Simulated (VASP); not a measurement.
# Sb (P6_3/mmc) in VASP: notebook

Sb is run at these levels: BLYP; tasks: single point.

Everything below comes from runs of VASP 6.6.1. Logs are shortened: lines on timing, memory, paths and dates and some standing lists are left out, and cuts for length are marked.

## (1) The cell of the first run

The structure is hexagonal, space group P6_3/mmc (No. 194). The conventional cell has a = 3.469 Å, b = 3.469 Å, c = 5.811 Å, α = 90.00°, β = 90.00°, γ = 120.00°. Sb (site symmetry -6m2) has 12 Sb at 3.47 to 3.53 Å within 4.6 Å.

## (2) Single point, BLYP

INCAR reads:

```
SYSTEM = Sb
PREC = Accurate
ENCUT = 520
EDIFF = 1E-7
ISMEAR = -1
SIGMA = 0.1
LREAL = .False.
LASPH = .True.
NELM = 80
ALGO = Normal
ISIF = 2
LWAVE = .False.
LCHARG = .False.
GGA = B5
ALDAX = 1.0
AGGAX = 1.0
AGGAC = 1.0
ALDAC = 0.0
NBANDS = 12
```

KPOINTS reads:

```
regular mesh
0
Gamma
  11 11 6
  0 0 0
```

POSCAR reads:

```
Sb
1.0
    3.4685280138      0.0000000000      0.0000000000
   -1.7342640069      3.0038333737      0.0000000000
    0.0000000000      0.0000000000      5.8111850198
Sb
2
Direct
    0.3333333333      0.6666666667      0.2500000000
    0.6666666667      0.3333333333      0.7500000000
```

Potentials or basis: VASP PAW PBE potentials, release 64 (Sb).

Launch:

```sh
$ cat potpaw_PBE.64/Sb/POTCAR > POTCAR
$ mpirun -np 1 vasp_std > vasp.out
```

OUTCAR:

```text
SYSTEM = Sb
   PREC = Accurate
   ENCUT = 520
   EDIFF = 1E-7
   ISMEAR = -1
   LREAL = .False.
   LASPH = .True.
   NELM = 80
   ISIF = 2
   GGA = B5

 ion  position               nearest neighbor table
   1  0.333  0.667  0.250-   2 3.53   2 3.53   2 3.53   2 3.53   2 3.53   2 3.53
   2  0.667  0.333  0.750-   1 3.53   1 3.53   1 3.53   1 3.53   1 3.53   1 3.53

  LATTYP: Found a hexagonal cell.
 ALAT       =     3.4685280138
 C/A-ratio  =     1.6754038015

  Lattice vectors:

 A1 = (   3.4685280138,   0.0000000000,   0.0000000000)
 A2 = (  -1.7342640069,   3.0038333737,   0.0000000000)
 A3 = (   0.0000000000,   0.0000000000,   5.8111850198)

Analysis of symmetry for initial positions (statically):
=====================================================================
 Subroutine PRICEL returns:
 Original cell was already a primitive cell.

 Routine SETGRP: Setting up the symmetry group for a
 hexagonal supercell.

 Subroutine GETGRP returns: Found 24 space group operations
 (whereof 12 operations were pure point group operations)
 out of a pool of 24 trial point group operations.

The static configuration has the point symmetry D_3d.
 The point group associated with its full space group is D_6h.

Analysis of symmetry for dynamics (positions and initial velocities):
=====================================================================
 Subroutine PRICEL returns:
 Original cell was already a primitive cell.

 Routine SETGRP: Setting up the symmetry group for a
 hexagonal supercell.

 Subroutine GETGRP returns: Found 24 space group operations
 (whereof 12 operations were pure point group operations)
 out of a pool of 24 trial point group operations.

The dynamic configuration has the point symmetry D_3d.
 The point group associated with its full space group is D_6h.

 Subroutine INISYM returns: Found 24 space group operations
 (whereof 12 operations are pure point group operations),
 and found     1 'primitive' translations

----------------------------------------------------------------------------------------

                                     Primitive cell

  volume of cell :      60.5460

  direct lattice vectors                    reciprocal lattice vectors
     3.468528014  0.000000000  0.000000000     0.288306739  0.166453973  0.000000000
    -1.734264007  3.003833374  0.000000000     0.000000000  0.332907946  0.000000000
     0.000000000  0.000000000  5.811185020     0.000000000  0.000000000  0.172081941

  length of vectors
     3.468528014  3.468528014  5.811185020     0.332907946  0.332907946  0.172081941

  position of ions in fractional coordinates (direct lattice)
     0.333333333  0.666666667  0.250000000
     0.666666667  0.333333333  0.750000000

  ion indices of the primitive-cell ions
   primitive index   ion index
                 1           1
                 2           2

----------------------------------------------------------------------------------------

 KPOINTS: regular mesh

Automatic generation of k-mesh.
 Grid dimensions read from file:
 generate k-points for:   11   11    6

 Generating k-lattice:

  Cartesian coordinates                     Fractional coordinates (reciprocal lattice)
     0.026209704  0.015132179  0.000000000     0.090909091 -0.000000000  0.000000000
     0.000000000  0.030264359  0.000000000     0.000000000  0.090909091  0.000000000
     0.000000000  0.000000000  0.028680324     0.000000000  0.000000000  0.166666667

  Length of vectors
     0.030264359  0.030264359  0.028680324

  Shift w.r.t. Gamma in fractional coordinates (k-lattice)
     0.000000000  0.000000000  0.000000000

 Subroutine IBZKPT returns following result:
 ===========================================

 Found     64 irreducible k-points:

 Following reciprocal coordinates:
            Coordinates               Weight
  0.000000  0.000000  0.000000      1.000000
  0.090909  0.000000  0.000000      6.000000
  0.181818  0.000000  0.000000      6.000000
  0.272727  0.000000  0.000000      6.000000
  0.363636  0.000000  0.000000      6.000000
  0.454545  0.000000  0.000000      6.000000
[... 16 lines left out ...]
  0.090909  0.090909  0.166667     12.000000
  0.181818  0.090909  0.166667     24.000000
 [... further k-points ...]
   k-points           NKPTS =     64   k-points in BZ     NKDIM =     64   number of bands    NBANDS=     12
   number of dos      NEDOS =    301   number of ions     NIONS =      2
   total plane-waves  NPLWV =  37632
   dimension x,y,z NGX =    28 NGY =   28 NGZ =   48
   dimension x,y,z NGXF=    56 NGYF=   56 NGZF=   96
   ions per type =               2
   NGX,Y,Z   is equivalent  to a cutoff of  13.42, 13.42, 13.73 a.u.
   NGXF,Y,Z  is equivalent  to a cutoff of  26.84, 26.84, 27.46 a.u.
 SYSTEM =  Sb
   PREC   = accura    normal or accurate (medium, high low for compatibility)
   ISTART =      0    job   : 0-new  1-cont  2-samecut
   ICHARG =      2    charge: 1-file 2-atom 10-const
   ISPIN  =      1    spin polarized calculation?
   LNONCOLLINEAR =      F non collinear calculations
   LSORBIT =      F    spin-orbit coupling
   LASPH  =      T    aspherical Exc in radial PAW
   ENCUT  =  520.0 eV  38.22 Ry    6.18 a.u.   6.45  6.45 10.80*2*pi/ulx,y,z
   NELM   =     80;   NELMIN=  2; NELMDL= -5     # of ELM steps
   EDIFF  = 0.1E-06   stopping-criterion for ELM
   LREAL  =      F    real-space projection
   EDIFFG = 0.1E-05   stopping-criterion for IOM
   NSW    =      0    number of steps for IOM
   IBRION =     -1    ionic relax: 0-MD 1-quasi-New 2-CG
   NFREE  =      0    steps in history (QN), initial steepest desc. (CG)
   ISIF   =      2    stress and relaxation
   ISYM   =      2    0-nonsym 1-usesym 2-fastsym
   POTIM  = 0.5000    time-step for ionic-motion
   TEBEG  =    0.0;   TEEND  =   0.0 temperature during run
   PSTRESS=    0.0 pullay stress
   NELECT =      10.0000    total number of electrons
   NUPDOWN=      -1.0000    fix difference up-down
   EMIN   =  10.00;   EMAX   =-10.00  energy-range for DOS
   EFERMI =   0.00;   METHOD = LEGACY
   ISMEAR =    -1;   SIGMA  =   0.10  broadening in eV -4-tet -1-fermi 0-gaus
   EFERMI_NEDOS =   21; number of points for ismear=-14 and -15
   IALGO  =     38    algorithm
   IMIX   =      4    mixing-type and parameters
     AMIX     =   0.40;   BMIX     =  1.00
     AMIX_MAG =   1.60;   BMIX_MAG =  1.00
  volume/ion in A,a.u.               =      30.27       204.29
  Fermi-wavevector in a.u.,A,eV,Ry     =   0.898214  1.697377 10.977010  0.806788
  Thomas-Fermi vector in A             =   2.020895
   LORBIT       =      0    0 simple, 1 ext, 2 COOP (PROOUT), +10 PAW based schemes
   GGA     = B5    functional components
   LHFCALC =     F    Hartree Fock is set to
   AEXX    =    0.0000 exact exchange contribution
   IVDW    =     0    specifies the selected vdW correction
   LEPSILON=     F    determine dielectric tensor
   LRPA    =     F    only Hartree local field effects (RPA)
 non-spin polarized calculation
  energy-cutoff  :      520.00
  volume of cell :       60.55
 maximum number of plane-waves:      1649
 NGX is ok and might be reduce to    28
   NGX = 13   NGY = 13   NGZ = 21

 number of electron      10.0000000 magnetization

 number of electron       9.9999999 magnetization

 Free energy of the ion-electron system (eV)
  ---------------------------------------------------
  ext. energy  EPLUGINS =         0.00000000
  ---------------------------------------------------
  free energy    TOTEN  =        -5.98727129 eV

  energy without entropy =       -5.94722199  energy(sigma->0) =       -5.96724664

 E-fermi :   7.5800     XC(G=0):  -9.0620

 val. band max:        7.5716337807   @ k =   0.1818   0.1818   0.5000
 cond. band min:       7.6568375038   @ k =   0.1818   0.0000   0.1667
 fundamental gap:      0.0852037232
 Fermi energy:         7.5799894075

 k-point     1 :       0.0000    0.0000    0.0000
  band No.  band energies     occupation
      1      -4.5354      2.00000
      2      -1.6852      2.00000
      3       2.5180      2.00000
      4      10.7086      0.00000
      5      10.7086      0.00000
      6      11.6168      0.00000
      7      11.9704      0.00000
      8      11.9704      0.00000
      9      15.2543      0.00000
     10      16.4799      0.00000
     11      17.2702      0.00000
     12      17.2702      0.00000

 k-point     2 :       0.0909    0.0000    0.0000
  band No.  band energies     occupation
      1      -4.4050      2.00000
      2      -1.5735      2.00000
      3       2.6549      2.00000
      4       9.5708      0.00000
      5      10.2998      0.00000
      6      11.2529      0.00000
      7      11.5359      0.00000
      8      11.9614      0.00000
      9      15.5224      0.00000
     10      16.3568      0.00000
     11      17.1833      0.00000
     12      17.4859      0.00000

 k-point     3 :       0.1818    0.0000    0.0000
  band No.  band energies     occupation
      1      -4.0174      2.00000
      2      -1.2516      2.00000
      3       3.0609      2.00000
      4       7.5352      1.22047
      5       9.5424      0.00000
      6       9.6371      0.00000
      7      11.1708      0.00000
      8      11.6683      0.00000
      9      14.3585      0.00000
     10      16.2421      0.00000
     11      16.9336      0.00000
     12      17.3952      0.00000
[... 286 lines left out ...]
 k-point    23 :       0.0909    0.0909    0.1667
  band No.  band energies     occupation
      1      -4.0318      2.00000
      2      -1.7186      2.00000
      3       3.5164      2.00000
      4       8.4221      0.00044
      5       9.1667      0.00000
      6      10.1404      0.00000
      7      10.9853      0.00000
      8      11.2400      0.00000
      9      15.5080      0.00000
     10      15.7901      0.00000
     11      16.3824      0.00000
     12      17.4228      0.00000

 k-point    24 :       0.1818    0.0909    0.1667
  band No.  band energies     occupation
      1      -3.5240      2.00000
      2      -1.2891      2.00000
      3       3.9789      2.00000
      4       6.6643      1.99979
      5       7.8306      0.15090
      6       9.0521      0.00000
      7      10.3978      0.00000
      8      10.7624      0.00000
      9      14.6863      0.00000
     10      15.4070      0.00000
     11      16.0346      0.00000
     12      17.0178      0.00000

 [... further k-points ...]
[... 5 lines left out ...]
  --------------------------------------------------------------------------------------
  -------------------------------------------------------------------------------------
  Total        0.0382174      0.0382174      0.0430575      0.0000000      0.0000000      0.0000000
  in kB        1.0113138      1.0113138      1.1393943      0.0000000      0.0000000      0.0000000
  external PRESSURE =       1.0540073 kB  Pullay stress =       0.0000000 kB

 VOLUME and BASIS-vectors are now :
 -----------------------------------------------------------------------------
  energy-cutoff  :      520.00
  volume of cell :       60.55
      direct lattice vectors                 reciprocal lattice vectors
     3.468528014  0.000000000  0.000000000     0.288306739  0.166453973  0.000000000
    -1.734264007  3.003833374  0.000000000     0.000000000  0.332907946  0.000000000
     0.000000000  0.000000000  5.811185020     0.000000000  0.000000000  0.172081941

 POSITION                                       TOTAL-FORCE (eV/Angst)
 -----------------------------------------------------------------------------------
     -0.00000      2.00256      1.45280         0.000000     -0.000000      0.000000
      1.73426      1.00128      4.35839        -0.000000      0.000000      0.000000
 -----------------------------------------------------------------------------------
    total drift:                                0.000000     -0.000000      0.000000

  FREE ENERGIE OF THE ION-ELECTRON SYSTEM (eV)
  ---------------------------------------------------
  free  energy   TOTEN  =        -5.9872712925 eV

  energy  without entropy=       -5.9472219874  energy(sigma->0) =       -5.96724664
```

It took 22 s on 1 thread of Intel Xeon 6975P-C (Granite Rapids), shared host; peak memory 0.19 GiB.

What came out:

| Property | Result |
| --- | --- |
| Free energy | -5.9873 eV |
| Pressure | 0.1 GPa |
| Band gap on the k mesh | zero (band 5 reaches 11.32 eV, above the bottom of band 6 at 5.17 eV) |

Levels at points of the mesh, in eV from the Fermi level:
| k point | band 3 | band 4 | band 5 | band 6 | band 7 | band 8 |
| --- | --- | --- | --- | --- | --- | --- |
| (0.00, 0.00, 0.00) | -5.06 | 3.13 | 3.13 | 4.04 | 4.39 | 4.39 |
| (0.00, 0.00, 0.50) | -1.10 | -1.10 | 3.74 | 3.74 | 3.74 | 3.74 |

Caveat: the PAW data sets were made with another functional, which shifts forces and pressure a little; spin-orbit coupling is left out, which moves the levels of the heavy elements.

[end of part 1 of 2]
